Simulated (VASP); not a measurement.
# Hf3Rh (Pm-3m) in VASP: further runs

Runs on Hf3Rh. Level: PBE. Tasks: single point, relaxation of cell and atoms.

All numbers are computed with VASP 6.6.1; they aren't measurements. Logs are shortened: lines on timing, memory, paths and dates and some standing lists are left out, and cuts for length are marked.

## (1) The cell of the first run

The structure is cubic, space group Pm-3m (No. 221). Conventional cell: a = 4.297 Å, b = 4.297 Å, c = 4.297 Å, α = 90.00°, β = 90.00°, γ = 90.00°. Hf (site symmetry 4/mmm) has 8 Hf at 3.04 Å and 4 Rh at 3.04 Å within 4.0 Å. Rh (site symmetry m-3m) has 12 Hf at 3.04 Å within 4.0 Å.

## (2) Single point, PBE

The input, INCAR:

```
PREC = Accurate
ENCUT = 520
EDIFF = 1E-6
ISMEAR = 0
SIGMA = 0.1
LREAL = F
LASPH = T
NELM = 60
ALGO = Fast
ISIF = 2
LWAVE = F
LCHARG = T
GGA = PE
LELF = T
LVHAR = T
NBANDS = 30
```

The input, KPOINTS:

```
Automatic mesh
0
Gamma
  12 12 12
```

The input, POSCAR:

```
Hf3Rh
1.0
    4.2971166494      0.0000000000      0.0000000000
    0.0000000000      4.2971166494      0.0000000000
    0.0000000000      0.0000000000      4.2971166494
Hf Rh
3 1
Direct
    0.0000000000      0.5000000000      0.5000000000
    0.5000000000      0.0000000000      0.5000000000
    0.5000000000      0.5000000000      0.0000000000
    0.0000000000      0.0000000000      0.0000000000
```

Potentials or basis: VASP PAW PBE potentials, release 64 (Hf_pv, Rh_pv).

Launch:

```sh
cat potpaw_PBE.64/Hf_pv/POTCAR potpaw_PBE.64/Rh_pv/POTCAR > POTCAR
mpirun -np 1 vasp_std > vasp.out
```

OUTCAR:

```text
PREC = Accurate
   ENCUT = 520
   EDIFF = 1E-6
   ISMEAR = 0
   LREAL = F
   LASPH = T
   NELM = 60
   ISIF = 2
   GGA = PE

 ion  position               nearest neighbor table
   1  0.000  0.500  0.500-   2 3.04   3 3.04   4 3.04   3 3.04   4 3.04   2 3.04   4 3.04   4 3.04
                             2 3.04   3 3.04   3 3.04   2 3.04
   2  0.500  0.000  0.500-   1 3.04   3 3.04   4 3.04   3 3.04   4 3.04   1 3.04   3 3.04   3 3.04
                             1 3.04   4 3.04   4 3.04   1 3.04
   3  0.500  0.500  0.000-   1 3.04   2 3.04   4 3.04   1 3.04   2 3.04   2 3.04   4 3.04   2 3.04
                             1 3.04   4 3.04   1 3.04   4 3.04
   4  0.000  0.000  0.000-   1 3.04   2 3.04   3 3.04   1 3.04   2 3.04   1 3.04   3 3.04   1 3.04
                             2 3.04   3 3.04   2 3.04   3 3.04

  LATTYP: Found a simple cubic cell.
 ALAT       =     4.2971166494

  Lattice vectors:

 A1 = (   4.2971166494,   0.0000000000,   0.0000000000)
 A2 = (   0.0000000000,   4.2971166494,   0.0000000000)
 A3 = (   0.0000000000,   0.0000000000,   4.2971166494)

Analysis of symmetry for initial positions (statically):
=====================================================================
 Subroutine PRICEL returns:
 Original cell was already a primitive cell.

 Routine SETGRP: Setting up the symmetry group for a
 simple cubic supercell.

 Subroutine GETGRP returns: Found 48 space group operations
 (whereof 48 operations were pure point group operations)
 out of a pool of 48 trial point group operations.

The static configuration has the point symmetry O_h .

Analysis of symmetry for dynamics (positions and initial velocities):
=====================================================================
 Subroutine PRICEL returns:
 Original cell was already a primitive cell.

 Routine SETGRP: Setting up the symmetry group for a
 simple cubic supercell.

 Subroutine GETGRP returns: Found 48 space group operations
 (whereof 48 operations were pure point group operations)
 out of a pool of 48 trial point group operations.

The dynamic configuration has the point symmetry O_h .

 Subroutine INISYM returns: Found 48 space group operations
 (whereof 48 operations are pure point group operations),
 and found     1 'primitive' translations

----------------------------------------------------------------------------------------

                                     Primitive cell

  volume of cell :      79.3472

  direct lattice vectors                    reciprocal lattice vectors
     4.297116649  0.000000000  0.000000000     0.232714185  0.000000000  0.000000000
     0.000000000  4.297116649  0.000000000     0.000000000  0.232714185  0.000000000
     0.000000000  0.000000000  4.297116649     0.000000000  0.000000000  0.232714185

  length of vectors
     4.297116649  4.297116649  4.297116649     0.232714185  0.232714185  0.232714185

  position of ions in fractional coordinates (direct lattice)
     0.000000000  0.500000000  0.500000000
     0.500000000  0.000000000  0.500000000
     0.500000000  0.500000000  0.000000000
     0.000000000  0.000000000  0.000000000

  ion indices of the primitive-cell ions
   primitive index   ion index
                 1           1
                 2           2
                 3           3
                 4           4

----------------------------------------------------------------------------------------

 KPOINTS: Automatic mesh

Automatic generation of k-mesh.
 Grid dimensions read from file:
 generate k-points for:   12   12   12

 Generating k-lattice:

  Cartesian coordinates                     Fractional coordinates (reciprocal lattice)
     0.019392849  0.000000000  0.000000000     0.083333333  0.000000000  0.000000000
     0.000000000  0.019392849  0.000000000     0.000000000  0.083333333  0.000000000
     0.000000000  0.000000000  0.019392849     0.000000000  0.000000000  0.083333333

  Length of vectors
     0.019392849  0.019392849  0.019392849

  Shift w.r.t. Gamma in fractional coordinates (k-lattice)
     0.000000000  0.000000000  0.000000000

 Subroutine IBZKPT returns following result:
 ===========================================

 Found     84 irreducible k-points:

 Following reciprocal coordinates:
            Coordinates               Weight
  0.000000  0.000000  0.000000      1.000000
  0.083333  0.000000  0.000000      6.000000
  0.166667  0.000000  0.000000      6.000000
  0.250000  0.000000  0.000000      6.000000
  0.333333  0.000000  0.000000      6.000000
  0.416667  0.000000  0.000000      6.000000
[... 16 lines left out ...]
  0.333333  0.333333  0.000000     12.000000
  0.416667  0.333333  0.000000     24.000000
 [... further k-points ...]
   k-points           NKPTS =     84   k-points in BZ     NKDIM =     84   number of bands    NBANDS=     30
   number of dos      NEDOS =    301   number of ions     NIONS =      4
   total plane-waves  NPLWV =  32768
   dimension x,y,z NGX =    32 NGY =   32 NGZ =   32
   dimension x,y,z NGXF=    64 NGYF=   64 NGZF=   64
   ions per type =               3   1
   NGX,Y,Z   is equivalent  to a cutoff of  12.38, 12.38, 12.38 a.u.
   NGXF,Y,Z  is equivalent  to a cutoff of  24.76, 24.76, 24.76 a.u.
 SYSTEM =  unknown system
   PREC   = accura    normal or accurate (medium, high low for compatibility)
   ISTART =      0    job   : 0-new  1-cont  2-samecut
   ICHARG =      2    charge: 1-file 2-atom 10-const
   ISPIN  =      1    spin polarized calculation?
   LNONCOLLINEAR =      F non collinear calculations
   LSORBIT =      F    spin-orbit coupling
   LASPH  =      T    aspherical Exc in radial PAW
   ENCUT  =  520.0 eV  38.22 Ry    6.18 a.u.   7.99  7.99  7.99*2*pi/ulx,y,z
   NELM   =     60;   NELMIN=  2; NELMDL= -5     # of ELM steps
   EDIFF  = 0.1E-05   stopping-criterion for ELM
   LREAL  =      F    real-space projection
   EDIFFG = 0.1E-04   stopping-criterion for IOM
   NSW    =      0    number of steps for IOM
   IBRION =     -1    ionic relax: 0-MD 1-quasi-New 2-CG
   NFREE  =      0    steps in history (QN), initial steepest desc. (CG)
   ISIF   =      2    stress and relaxation
   ISYM   =      2    0-nonsym 1-usesym 2-fastsym
   POTIM  = 0.5000    time-step for ionic-motion
   TEBEG  =    0.0;   TEEND  =   0.0 temperature during run
   PSTRESS=    0.0 pullay stress
   NELECT =      45.0000    total number of electrons
   NUPDOWN=      -1.0000    fix difference up-down
   EMIN   =  10.00;   EMAX   =-10.00  energy-range for DOS
   EFERMI =   0.00;   METHOD = LEGACY
   ISMEAR =     0;   SIGMA  =   0.10  broadening in eV -4-tet -1-fermi 0-gaus
   EFERMI_NEDOS =   21; number of points for ismear=-14 and -15
   IALGO  =     68    algorithm
   IMIX   =      4    mixing-type and parameters
     AMIX     =   0.40;   BMIX     =  1.00
     AMIX_MAG =   1.60;   BMIX_MAG =  1.00
  volume/ion in A,a.u.               =      19.84       133.87
  Fermi-wavevector in a.u.,A,eV,Ry     =   1.355091  2.560751 24.984000  1.836272
  Thomas-Fermi vector in A             =   2.482208
   LORBIT       =      0    0 simple, 1 ext, 2 COOP (PROOUT), +10 PAW based schemes
   GGA     = PE    functional components
   LHFCALC =     F    Hartree Fock is set to
   AEXX    =    0.0000 exact exchange contribution
   IVDW    =     0    specifies the selected vdW correction
   LEPSILON=     F    determine dielectric tensor
   LRPA    =     F    only Hartree local field effects (RPA)
 non-spin polarized calculation
 RMM-DIIS sequential band-by-band and
 Gauss-broadening in eV      SIGMA  =   0.10
  energy-cutoff  :      520.00
  volume of cell :       79.35
 maximum number of plane-waves:      2176
 NGX is ok and might be reduce to    32
   NGX = 15   NGY = 15   NGZ = 15

 number of electron      45.0000006 magnetization

 Free energy of the ion-electron system (eV)
  ---------------------------------------------------
  ext. energy  EPLUGINS =         0.00000000
  ---------------------------------------------------
  free energy    TOTEN  =       -37.80140411 eV

  energy without entropy =      -37.76641277  energy(sigma->0) =      -37.78390844

 E-fermi :   6.0113     XC(G=0): -11.8481

 val. band max:        5.9985611180   @ k =   0.3333   0.2500   0.2500
 cond. band min:       6.0118115694   @ k =   0.3333   0.1667   0.0833
 fundamental gap:      0.0132504514
 Fermi energy:         6.0113269610

 k-point     1 :       0.0000    0.0000    0.0000
  band No.  band energies     occupation
      1     -40.0740      2.00000
      2     -40.0740      2.00000
      3     -40.0740      2.00000
      4     -24.7779      2.00000
      5     -24.7779      2.00000
      6     -24.7779      2.00000
[... 22 lines left out ...]
     29      10.5615      0.00000
     30      10.5616      0.00000

 k-point     2 :       0.0833    0.0000    0.0000
  band No.  band energies     occupation
      1     -40.0741      2.00000
      2     -40.0740      2.00000
      3     -40.0740      2.00000
      4     -24.7706      2.00000
      5     -24.7706      2.00000
      6     -24.7668      2.00000
[... 22 lines left out ...]
     29      10.7235      0.00000
     30      10.7237      0.00000

 k-point     3 :       0.1667    0.0000    0.0000
  band No.  band energies     occupation
      1     -40.0741      2.00000
      2     -40.0739      2.00000
      3     -40.0739      2.00000
      4     -24.7495      2.00000
      5     -24.7495      2.00000
      6     -24.7339      2.00000
[... 22 lines left out ...]
     29      10.8120      0.00000
     30      10.8812      0.00000

 k-point     4 :       0.2500    0.0000    0.0000
  band No.  band energies     occupation
      1     -40.0743      2.00000
      2     -40.0739      2.00000
      3     -40.0739      2.00000
      4     -24.7177      2.00000
      5     -24.7177      2.00000
      6     -24.6807      2.00000
[... 616 lines left out ...]
     29       8.5300      0.00000
     30       9.4102      0.00000

 k-point    23 :       0.3333    0.3333    0.0000
  band No.  band energies     occupation
      1     -40.0747      2.00000
      2     -40.0745      2.00000
      3     -40.0735      2.00000
      4     -24.7405      2.00000
      5     -24.5842      2.00000
      6     -24.5665      2.00000
[... 22 lines left out ...]
     29       9.1122      0.00000
     30       9.7002      0.00000

 k-point    24 :       0.4167    0.3333    0.0000
  band No.  band energies     occupation
      1     -40.0748      2.00000
      2     -40.0746      2.00000
      3     -40.0735      2.00000
      4     -24.7237      2.00000
      5     -24.6414      2.00000
      6     -24.5228      2.00000
[... 22 lines left out ...]
     29       8.8419      0.00000
     30       9.3561      0.00000

 [... further k-points ...]
[... 5 lines left out ...]
  --------------------------------------------------------------------------------------
  -------------------------------------------------------------------------------------
  Total       -0.2962011     -0.2962011     -0.2962011     -0.0000000      0.0000000     -0.0000000
  in kB       -5.9808900     -5.9808900     -5.9808900     -0.0000000      0.0000000     -0.0000000
  external PRESSURE =      -5.9808900 kB  Pullay stress =       0.0000000 kB

 VOLUME and BASIS-vectors are now :
 -----------------------------------------------------------------------------
  energy-cutoff  :      520.00
  volume of cell :       79.35
      direct lattice vectors                 reciprocal lattice vectors
     4.297116649  0.000000000  0.000000000     0.232714185  0.000000000  0.000000000
     0.000000000  4.297116649  0.000000000     0.000000000  0.232714185  0.000000000
     0.000000000  0.000000000  4.297116649     0.000000000  0.000000000  0.232714185

 POSITION                                       TOTAL-FORCE (eV/Angst)
 -----------------------------------------------------------------------------------
      0.00000      2.14856      2.14856         0.000000      0.000000      0.000000
      2.14856      0.00000      2.14856         0.000000      0.000000      0.000000
      2.14856      2.14856      0.00000         0.000000      0.000000      0.000000
      0.00000      0.00000      0.00000         0.000000      0.000000      0.000000
 -----------------------------------------------------------------------------------
    total drift:                                0.000000     -0.000000     -0.000000

  FREE ENERGIE OF THE ION-ELECTRON SYSTEM (eV)
  ---------------------------------------------------
  free  energy   TOTEN  =       -37.8014041126 eV

  energy  without entropy=      -37.7664127704  energy(sigma->0) =      -37.78390844
```

Run time: 3.4 min. Hardware: 1 thread of Oxide Virtual Turin-like, shared host; peak memory 0.27 GiB.

What came out:

```
Free energy            : -37.8014 eV
Pressure               : -0.6 GPa
Band gap on the k mesh : zero (an odd number of electrons rules out a gap without spin polarisation)
```

Caveat: spin-orbit coupling is left out, which moves the levels of the heavy elements.

## (3) Relaxation of cell and atoms, PBE

This run uses another cell than the first one, of 19.89 Å³/atom.

The input, INCAR:

```
PREC = Accurate
ENCUT = 600
EDIFF = 1E-7
ISMEAR = 0
SIGMA = 0.1
LREAL = False
LASPH = True
NELM = 60
ALGO = Fast
ISIF = 3
LWAVE = False
LCHARG = False
GGA = PE
IBRION = 2
NSW = 100
EDIFFG = -0.01
```

KPOINTS is that of step 2.

The input, POSCAR:

```
Hf3Rh
1.0
    4.3011694132      0.0000000000      0.0000000000
    0.0000000000      4.3011694132      0.0000000000
    0.0000000000      0.0000000000      4.3011694132
Hf Rh
3 1
Direct
    0.0000000000      0.5000000000      0.5000000000
    0.5000000000      0.0000000000      0.5000000000
    0.5000000000      0.5000000000      0.0000000000
    0.0000000000      0.0000000000      0.0000000000
```

Potentials or basis: VASP PAW PBE potentials, release 64 (Hf_pv, Rh_pv).

Launch:

```sh
cat potpaw_PBE.64/Hf_pv/POTCAR potpaw_PBE.64/Rh_pv/POTCAR > POTCAR
mpirun -np 1 vasp_std > vasp.out
```

OUTCAR:

```text
PREC = Accurate
   ENCUT = 600
   EDIFF = 1E-7
   ISMEAR = 0
   LREAL = False
   LASPH = True
   NELM = 60
   ISIF = 3
   GGA = PE
   IBRION = 2
   NSW = 100
   EDIFFG = -0.01

 ion  position               nearest neighbor table
   1  0.000  0.500  0.500-   2 3.04   3 3.04   4 3.04   3 3.04   4 3.04   2 3.04   4 3.04   4 3.04
                             2 3.04   3 3.04   3 3.04   2 3.04
   2  0.500  0.000  0.500-   1 3.04   3 3.04   4 3.04   3 3.04   4 3.04   1 3.04   3 3.04   3 3.04
                             1 3.04   4 3.04   4 3.04   1 3.04
   3  0.500  0.500  0.000-   1 3.04   2 3.04   4 3.04   1 3.04   2 3.04   2 3.04   4 3.04   2 3.04
                             1 3.04   4 3.04   1 3.04   4 3.04
   4  0.000  0.000  0.000-   1 3.04   2 3.04   3 3.04   1 3.04   2 3.04   1 3.04   3 3.04   1 3.04
                             2 3.04   3 3.04   2 3.04   3 3.04

  LATTYP: Found a simple cubic cell.
[... 266 lines left out ...]

 Free energy of the ion-electron system (eV)
  ---------------------------------------------------
  ext. energy  EPLUGINS =         0.00000000
  ---------------------------------------------------
  free energy    TOTEN  =       -37.80242516 eV

  energy without entropy =      -37.76739017  energy(sigma->0) =      -37.78490766

 E-fermi :   6.0518     XC(G=0): -11.8718

 val. band max:        6.0446291714   @ k =   0.5000   0.5000   0.1667
 cond. band min:       6.0522999808   @ k =   0.3333   0.1667   0.0833
 fundamental gap:      0.0076708094
 Fermi energy:         6.0517865864

 k-point     1 :       0.0000    0.0000    0.0000
  band No.  band energies     occupation
      1     -40.0407      2.00000
      2     -40.0407      2.00000
      3     -40.0407      2.00000
      4     -24.7307      2.00000
      5     -24.7307      2.00000
      6     -24.7307      2.00000
[... 709 lines left out ...]
     26       7.5146      0.00000
     27       8.6248      0.00000

 [... further k-points ...]
[... 5 lines left out ...]
  --------------------------------------------------------------------------------------
  -------------------------------------------------------------------------------------
  Total        0.0093737      0.0093737      0.0093737     -0.0000000      0.0000000      0.0000000
  in kB        0.1901804      0.1901804      0.1901804     -0.0000000      0.0000000      0.0000000
  external PRESSURE =       0.1901804 kB  Pullay stress =       0.0000000 kB
[... 19 lines left out ...]
  FREE ENERGIE OF THE ION-ELECTRON SYSTEM (eV)
  ---------------------------------------------------
  free  energy   TOTEN  =       -37.8024251597 eV

  energy  without entropy=      -37.7673901692  energy(sigma->0) =      -37.78490766

 reached required accuracy - stopping structural energy minimisation
```

CONTCAR:

```text
Hf3Rh
   1.00000000000000
     4.2902804694336165    0.0000000000000000   -0.0000000000000000
    -0.0000000000000000    4.2902804694336165    0.0000000000000000
     0.0000000000000000    0.0000000000000000    4.2902804694336165
  Hf              Rh
     3     1
Direct
     0.0000000000000000    0.5000000000000000    0.5000000000000000
     0.5000000000000000    0.0000000000000000    0.5000000000000000
     0.5000000000000000    0.5000000000000000    0.0000000000000000
     0.0000000000000000    0.0000000000000000    0.0000000000000000

  0.00000000E+00  0.00000000E+00  0.00000000E+00
  0.00000000E+00  0.00000000E+00  0.00000000E+00
  0.00000000E+00  0.00000000E+00  0.00000000E+00
  0.00000000E+00  0.00000000E+00  0.00000000E+00
```

It took 11 min on 1 thread of Oxide Virtual Turin-like, shared host; peak memory 0.33 GiB.

What came out:

* Free energy: -37.8024 eV
* Relaxed volume: 19.74 Å³/atom
* Relaxed cell: a = 4.290 Å, b = 4.290 Å, c = 4.290 Å, α = 90.00°, β = 90.00°, γ = 90.00°
* Space group after relaxing (to 0.1 Å): Pm-3m (No. 221)
* Energy gained by relaxing: 0.5 meV/atom
* Ionic steps: 3
* Pressure after relaxing: 0.0 GPa
* Band gap on the k mesh: zero (an odd number of electrons rules out a gap without spin polarisation)

Step by step:
| step | energy change (eV) | largest force (eV/Å) | pressure (GPa) | volume (Å³) |
| --- | --- | --- | --- | --- |
| 1 | 0.0000 | 0.0000 | -0.98 | 79.57 |
| 2 | 0.0014 | 0.0000 | 1.33 | 78.17 |
| 3 | -0.0019 | 0.0000 | 0.02 | 78.97 |

Final structure:
```yaml
crystal:
  lattice:
    - [4.29028, 0.00000, 0.00000]
    - [0.00000, 4.29028, 0.00000]
    - [0.00000, 0.00000, 4.29028]
  atoms:
    - { symbol: Hf, position: [0.00000, 0.50000, 0.50000] }
    - { symbol: Hf, position: [0.50000, 0.00000, 0.50000] }
    - { symbol: Hf, position: [0.50000, 0.50000, 0.00000] }
    - { symbol: Rh, position: [0.00000, 0.00000, 0.00000] }
```

Levels at points of the mesh, in eV from the Fermi level:
```tsv
k point	band 19	band 20	band 21	band 22	band 23	band 24	band 25	band 26	band 27
(0.00, 0.00, 0.00)	-3.29	-0.11	-0.11	-0.11	1.23	1.23	2.90	2.90	2.90
(0.50, 0.00, 0.00)	-2.20	-1.49	-0.99	-0.58	-0.58	1.54	1.54	1.62	2.11
(0.50, 0.50, 0.00)	-2.27	-1.58	-1.20	-0.71	-0.36	-0.16	-0.16	1.96	1.96
(0.50, 0.50, 0.50)	-0.64	-0.64	-0.64	0.74	0.74	0.74	1.10	1.20	1.20
```

Caveat: spin-orbit coupling is left out, which moves the levels of the heavy elements.
